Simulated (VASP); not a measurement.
# ZnSnP2 (I-42d) in VASP: further runs

Runs on ZnSnP2. Level: PBE. Tasks: single point.

Program: VASP 6.6.1. These are calculated values, not measurements. Logs are shortened: lines on timing, memory, paths and dates and some standing lists are left out, and cuts for length are marked.

## Step 1: The cell of the first run

The structure is tetragonal, space group I-42d (No. 122). The conventional cell has a = 5.702 Å, b = 5.702 Å, c = 11.434 Å, α = 90.00°, β = 90.00°, γ = 90.00°. Zn (site symmetry -4) has 4 P at 2.40 Å within 3.2 Å. Within 3.4 Å of Sn (site symmetry -4) lie 4 P at 2.55 Å. Within 3.2 Å of P (site symmetry 2) lie 2 Zn at 2.40 Å and 2 Sn at 2.55 Å.

## Step 2: Single point, PBE

The input, INCAR:

```
SYSTEM = ZnSnP2
PREC = Accurate
ENCUT = 500
EDIFF = 1E-6
ISMEAR = 0
SIGMA = 0.02
LREAL = .False.
LASPH = .True.
NELM = 120
ALGO = Normal
ISIF = 2
LWAVE = .False.
LCHARG = .True.
GGA = PE
LELF = .True.
LVHAR = .True.
NBANDS = 46
GGA_COMPAT = .False.
```

The input, KPOINTS:

```
Automatic mesh
0
Gamma
  8 8 8
  0 0 0
```

The input, POSCAR:

```
ZnSnP2
1.0
   -2.8511725737      2.8511725737      5.7169940440
    2.8511725737     -2.8511725737      5.7169940440
    2.8511725737      2.8511725737     -5.7169940440
Zn Sn P
2 2 4
Direct
    0.7500000000      0.2500000000      0.5000000000
    0.0000000000      0.0000000000      0.0000000000
    0.2500000000      0.7500000000      0.5000000000
    0.5000000000      0.5000000000      0.0000000000
    0.3750000000      0.3527859818      0.4777859818
    0.6472140182      0.1250000000      0.0222140182
    0.1027859818      0.6250000000      0.9777859818
    0.8750000000      0.8972140182      0.5222140182
```

Potentials or basis: VASP PAW PBE potentials, release 64 (Zn, Sn_d, P).

Started as:

```
$ cat potpaw_PBE.64/Zn/POTCAR potpaw_PBE.64/Sn_d/POTCAR potpaw_PBE.64/P/POTCAR > POTCAR
$ mpirun -np 1 vasp_std > vasp.out
```

OUTCAR:

```text
SYSTEM = ZnSnP2
   PREC = Accurate
   ENCUT = 500
   EDIFF = 1E-6
   ISMEAR = 0
   LREAL = .False.
   LASPH = .True.
   NELM = 120
   ISIF = 2
   GGA = PE

 ion  position               nearest neighbor table
   1  0.750  0.250  0.500-   5 2.40   6 2.40   7 2.40   8 2.40
   2  0.000  0.000  0.000-   5 2.40   6 2.40   7 2.40   8 2.40
   3  0.250  0.750  0.500-   6 2.55   5 2.55   8 2.55   7 2.55
   4  0.500  0.500  0.000-   8 2.55   6 2.55   7 2.55   5 2.55
   5  0.375  0.353  0.478-   1 2.40   2 2.40   4 2.55   3 2.55
   6  0.647  0.125  0.022-   1 2.40   2 2.40   4 2.55   3 2.55
   7  0.103  0.625  0.978-   1 2.40   2 2.40   3 2.55   4 2.55
   8  0.875  0.897  0.522-   1 2.40   2 2.40   3 2.55   4 2.55

  LATTYP: Found a body centered tetragonal cell.
 ALAT       =     5.7023451474
 C/A-ratio  =     2.0051378499

  Lattice vectors:

 A1 = (  -2.8511725737,   2.8511725737,   5.7169940440)
 A2 = (   2.8511725737,  -2.8511725737,   5.7169940440)
 A3 = (   2.8511725737,   2.8511725737,  -5.7169940440)

Analysis of symmetry for initial positions (statically):
=====================================================================
 Subroutine PRICEL returns:
 Original cell was already a primitive cell.

 Routine SETGRP: Setting up the symmetry group for a
 body centered tetragonal supercell.

 Subroutine GETGRP returns: Found  8 space group operations
 (whereof  4 operations were pure point group operations)
 out of a pool of 16 trial point group operations.

The static configuration has the point symmetry S_4 .
 The point group associated with its full space group is D_2d.

Analysis of symmetry for dynamics (positions and initial velocities):
=====================================================================
 Subroutine PRICEL returns:
 Original cell was already a primitive cell.

 Routine SETGRP: Setting up the symmetry group for a
 body centered tetragonal supercell.

 Subroutine GETGRP returns: Found  8 space group operations
 (whereof  4 operations were pure point group operations)
 out of a pool of 16 trial point group operations.

The dynamic configuration has the point symmetry S_4 .
 The point group associated with its full space group is D_2d.

 Subroutine INISYM returns: Found  8 space group operations
 (whereof  4 operations are pure point group operations),
 and found     1 'primitive' translations

----------------------------------------------------------------------------------------

                                     Primitive cell

  volume of cell :     185.8980

  direct lattice vectors                    reciprocal lattice vectors
    -2.851172574  2.851172574  5.716994044     0.000000000  0.175366446  0.087458548
     2.851172574 -2.851172574  5.716994044     0.175366446  0.000000000  0.087458548
     2.851172574  2.851172574 -5.716994044     0.175366446  0.175366446  0.000000000

  length of vectors
     6.995883860  6.995883860  6.995883860     0.195965272  0.195965272  0.248005606

  position of ions in fractional coordinates (direct lattice)
     0.750000000  0.250000000  0.500000000
     0.000000000  0.000000000  0.000000000
     0.250000000  0.750000000  0.500000000
     0.500000000  0.500000000  0.000000000
     0.375000000  0.352785982  0.477785982
     0.647214018  0.125000000  0.022214018
     0.102785982  0.625000000  0.977785982
     0.875000000  0.897214018  0.522214018

  ion indices of the primitive-cell ions
   primitive index   ion index
                 1           1
                 2           2
                 3           3
                 4           4
                 5           5
                 6           6
                 7           7
                 8           8

----------------------------------------------------------------------------------------

 KPOINTS: Automatic mesh

Automatic generation of k-mesh.
 Grid dimensions read from file:
 generate k-points for:    8    8    8

 Generating k-lattice:

  Cartesian coordinates                     Fractional coordinates (reciprocal lattice)
     0.000000000  0.021920806  0.010932319     0.125000000 -0.000000000  0.000000000
     0.021920806  0.000000000  0.010932319    -0.000000000  0.125000000  0.000000000
     0.021920806  0.021920806  0.000000000     0.000000000  0.000000000  0.125000000

  Length of vectors
     0.024495659  0.024495659  0.031000701

  Shift w.r.t. Gamma in fractional coordinates (k-lattice)
     0.000000000  0.000000000  0.000000000

 Subroutine IBZKPT returns following result:
 ===========================================

 Found     59 irreducible k-points:

 Following reciprocal coordinates:
            Coordinates               Weight
  0.000000  0.000000  0.000000      1.000000
  0.125000  0.000000  0.000000      8.000000
  0.250000  0.000000  0.000000      8.000000
  0.375000  0.000000 -0.000000      8.000000
  0.500000  0.000000  0.000000      4.000000
  0.125000  0.125000  0.000000      8.000000
[... 16 lines left out ...]
  0.250000  0.125000  0.125000     16.000000
  0.375000  0.125000  0.125000      8.000000
 [... further k-points ...]
   k-points           NKPTS =     59   k-points in BZ     NKDIM =     59   number of bands    NBANDS=     46
   number of dos      NEDOS =    301   number of ions     NIONS =      8
   total plane-waves  NPLWV = 157464
   dimension x,y,z NGX =    54 NGY =   54 NGZ =   54
   dimension x,y,z NGXF=   108 NGYF=  108 NGZF=  108
   ions per type =               2   2   4
   NGX,Y,Z   is equivalent  to a cutoff of  12.83, 12.83, 12.83 a.u.
   NGXF,Y,Z  is equivalent  to a cutoff of  25.66, 25.66, 25.66 a.u.
 SYSTEM =  ZnSnP2
   PREC   = accura    normal or accurate (medium, high low for compatibility)
   ISTART =      0    job   : 0-new  1-cont  2-samecut
   ICHARG =      2    charge: 1-file 2-atom 10-const
   ISPIN  =      1    spin polarized calculation?
   LNONCOLLINEAR =      F non collinear calculations
   LSORBIT =      F    spin-orbit coupling
   LASPH  =      T    aspherical Exc in radial PAW
   ENCUT  =  500.0 eV  36.75 Ry    6.06 a.u.  12.76 12.76 12.76*2*pi/ulx,y,z
   NELM   =    120;   NELMIN=  2; NELMDL= -5     # of ELM steps
   EDIFF  = 0.1E-05   stopping-criterion for ELM
   LREAL  =      F    real-space projection
   EDIFFG = 0.1E-04   stopping-criterion for IOM
   NSW    =      0    number of steps for IOM
   IBRION =     -1    ionic relax: 0-MD 1-quasi-New 2-CG
   NFREE  =      0    steps in history (QN), initial steepest desc. (CG)
   ISIF   =      2    stress and relaxation
   ISYM   =      2    0-nonsym 1-usesym 2-fastsym
   POTIM  = 0.5000    time-step for ionic-motion
   TEBEG  =    0.0;   TEEND  =   0.0 temperature during run
   PSTRESS=    0.0 pullay stress
   NELECT =      72.0000    total number of electrons
   NUPDOWN=      -1.0000    fix difference up-down
   EMIN   =  10.00;   EMAX   =-10.00  energy-range for DOS
   EFERMI =   0.00;   METHOD = LEGACY
   ISMEAR =     0;   SIGMA  =   0.02  broadening in eV -4-tet -1-fermi 0-gaus
   EFERMI_NEDOS =   21; number of points for ismear=-14 and -15
   IALGO  =     38    algorithm
   IMIX   =      4    mixing-type and parameters
     AMIX     =   0.40;   BMIX     =  1.00
     AMIX_MAG =   1.60;   BMIX_MAG =  1.00
  volume/ion in A,a.u.               =      23.24       156.81
  Fermi-wavevector in a.u.,A,eV,Ry     =   1.193331  2.255068 19.375210  1.424038
  Thomas-Fermi vector in A             =   2.329347
   LORBIT       =      0    0 simple, 1 ext, 2 COOP (PROOUT), +10 PAW based schemes
   GGA     = PE    functional components
   LHFCALC =     F    Hartree Fock is set to
   AEXX    =    0.0000 exact exchange contribution
   IVDW    =     0    specifies the selected vdW correction
   LEPSILON=     F    determine dielectric tensor
   LRPA    =     F    only Hartree local field effects (RPA)
 non-spin polarized calculation
 Gauss-broadening in eV      SIGMA  =   0.02
  energy-cutoff  :      500.00
  volume of cell :      185.90
 maximum number of plane-waves:      4757
 NGX is ok and might be reduce to    54
   NGX = 25   NGY = 25   NGZ = 25

 number of electron      72.0000019 magnetization

 Free energy of the ion-electron system (eV)
  ---------------------------------------------------
  ext. energy  EPLUGINS =         0.00000000
  ---------------------------------------------------
  free energy    TOTEN  =       -33.05917285 eV

  energy without entropy =      -33.05917285  energy(sigma->0) =      -33.05917285

 E-fermi :   4.5091     XC(G=0):  -9.4168

 val. band max:        4.3945171378   @ k =   0.0000   0.0000   0.0000
 cond. band min:       5.0852313179   @ k =   0.0000   0.0000   0.0000
 fundamental gap:      0.6907141802
 Fermi energy:         4.5091324156

 k-point     1 :       0.0000    0.0000    0.0000
  band No.  band energies     occupation
      1     -17.1296      2.00000
      2     -17.1296      2.00000
      3     -17.1292      2.00000
      4     -17.1121      2.00000
      5     -17.1026      2.00000
      6     -17.1026      2.00000
[... 38 lines left out ...]
     45       9.0603      0.00000
     46       9.0971      0.00000

 k-point     2 :       0.1250    0.0000    0.0000
  band No.  band energies     occupation
      1     -17.1309      2.00000
      2     -17.1290      2.00000
      3     -17.1282      2.00000
      4     -17.1125      2.00000
      5     -17.1036      2.00000
      6     -17.1020      2.00000
[... 38 lines left out ...]
     45       8.9131      0.00000
     46       9.3034      0.00000

 k-point     3 :       0.2500    0.0000    0.0000
  band No.  band energies     occupation
      1     -17.1321      2.00000
      2     -17.1279      2.00000
      3     -17.1268      2.00000
      4     -17.1132      2.00000
      5     -17.1064      2.00000
      6     -17.1007      2.00000
[... 1018 lines left out ...]
     45       9.5407      0.00000
     46       9.7739      0.00000

 k-point    24 :       0.3750    0.1250    0.1250
  band No.  band energies     occupation
      1     -17.1308      2.00000
      2     -17.1278      2.00000
      3     -17.1226      2.00000
      4     -17.1128      2.00000
      5     -17.1121      2.00000
      6     -17.1040      2.00000
[... 38 lines left out ...]
     45       9.6723      0.00000
     46       9.7509      0.00000

 [... further k-points ...]

------------------------ aborting loop because EDIFF is reached ----------------------------------------

  FORCE on cell =-STRESS in cart. coord.  units (eV):
  Direction    XX          YY          ZZ          XY          YZ          ZX
  --------------------------------------------------------------------------------------
  -------------------------------------------------------------------------------------
  Total        0.0182641      0.0182641      0.0376255      0.0000000      0.0000000     -0.0000000
  in kB        0.1574103      0.1574103      0.3242788      0.0000000      0.0000000     -0.0000000
  external PRESSURE =       0.2130331 kB  Pullay stress =       0.0000000 kB

 VOLUME and BASIS-vectors are now :
 -----------------------------------------------------------------------------
  energy-cutoff  :      500.00
  volume of cell :      185.90
      direct lattice vectors                 reciprocal lattice vectors
    -2.851172574  2.851172574  5.716994044     0.000000000  0.175366446  0.087458548
     2.851172574 -2.851172574  5.716994044     0.175366446  0.000000000  0.087458548
     2.851172574  2.851172574 -5.716994044     0.175366446  0.175366446  0.000000000

 POSITION                                       TOTAL-FORCE (eV/Angst)
 -----------------------------------------------------------------------------------
     -0.00000      2.85117      2.85850         0.000000      0.000000      0.000000
      0.00000      0.00000      0.00000         0.000000     -0.000000     -0.000000
      2.85117     -0.00000      2.85850         0.000000     -0.000000      0.000000
      0.00000      0.00000      5.71699         0.000000      0.000000     -0.000000
      1.29891      1.42559      1.42925         0.022928      0.000000      0.000000
     -1.42559      1.55226      4.28775         0.000000     -0.022928      0.000000
      4.27676      1.29891     -1.42925         0.000000      0.022928      0.000000
      1.55226      1.42559      7.14624        -0.022928      0.000000      0.000000
 -----------------------------------------------------------------------------------
    total drift:                               -0.000002     -0.000002     -0.000003

  FREE ENERGIE OF THE ION-ELECTRON SYSTEM (eV)
  ---------------------------------------------------
  free  energy   TOTEN  =       -33.0591728541 eV

  energy  without entropy=      -33.0591728541  energy(sigma->0) =      -33.05917285
```

Run time: 22 min. Hardware: 1 thread of Intel Xeon Platinum 8259CL at 2.50GHz (Skylake/Cascade Lake), shared host; peak memory 0.66 GiB.

Results:

* Free energy: -33.0592 eV
* Pressure: 0.0 GPa
* Largest force: 0.023 eV/Å
* Band gap on the k mesh: 0.69 eV

Forces on the atoms (eV/Å):
```
Zn   0.000  0.000  0.000
Zn   0.000  0.000  0.000
Sn   0.000  0.000  0.000
Sn   0.000  0.000  0.000
P    0.023  0.000  0.000
P    0.000 -0.023  0.000
P    0.000  0.023  0.000
P   -0.023  0.000  0.000
```

Caveat: semilocal functionals underestimate gaps, and a narrow one can read as zero; spin-orbit coupling is left out, which moves the levels of the heavy elements. A k mesh can miss the band edges.

## Step 3: Single point, PBE

INCAR is that of step 2.

KPOINTS is that of step 2.

The input, POSCAR:

```
ZnSnP2
1.0
   -2.8511725747      2.8511725747      5.7169940445
    2.8511725747     -2.8511725747      5.7169940445
    2.8511725747      2.8511725747     -5.7169940445
Zn Sn P
2 2 4
Direct
    0.7500000000      0.2500000000      0.5000000000
    0.0000000000      0.0000000000      0.0000000000
    0.2500000000      0.7500000000      0.5000000000
    0.5000000000      0.5000000000      0.0000000000
    0.3750000000      0.3527859821      0.4777859821
    0.6472140179      0.1250000000      0.0222140179
    0.1027859821      0.6250000000      0.9777859821
    0.8750000000      0.8972140179      0.5222140179
```

Potentials or basis: VASP PAW PBE potentials, release 64 (Zn, Sn_d, P).

Started as:

```
$ cat potpaw_PBE.64/Zn/POTCAR potpaw_PBE.64/Sn_d/POTCAR potpaw_PBE.64/P/POTCAR > POTCAR
$ mpirun -np 1 vasp_std > vasp.out
```

Wall time 14 min (1 thread of AMD EPYC 7R13 (Zen 3), shared host); peak memory 0.63 GiB.

It converged, with:

* Free energy: -33.0592 eV
* Pressure: 0.0 GPa
* Largest force: 0.023 eV/Å
* Band gap on the k mesh: 0.69 eV

Forces in eV/Å, atoms in the order of the input:
```
Zn   0.000  0.000  0.000
Zn   0.000  0.000  0.000
Sn   0.000  0.000  0.000
Sn   0.000  0.000  0.000
P    0.023  0.000  0.000
P    0.000 -0.023  0.000
P    0.000  0.023  0.000
P   -0.023  0.000  0.000
```

Levels at points of the mesh, in eV from the valence-band top:
```csv
k point,band 33,band 34,band 35,band 36,band 37,band 38,band 39,band 40
"(0.00, 0.00, 0.00)",-2.40,0.00,0.00,0.00,0.69,1.47,1.63,3.35
"(0.50, 0.00, 0.00)",-2.16,-1.80,-1.40,-0.93,2.39,2.56,2.78,3.70
"(0.50, 0.50, 0.00)",-1.04,-1.04,-0.76,-0.76,1.06,1.06,2.85,2.85
"(0.50, 0.50, 0.50)",-1.63,-1.63,-1.30,-1.30,1.38,1.38,1.46,1.46
```

Caveat: semilocal functionals underestimate gaps, and a narrow one can read as zero; spin-orbit coupling is left out, which moves the levels of the heavy elements. A k mesh can miss the band edges.
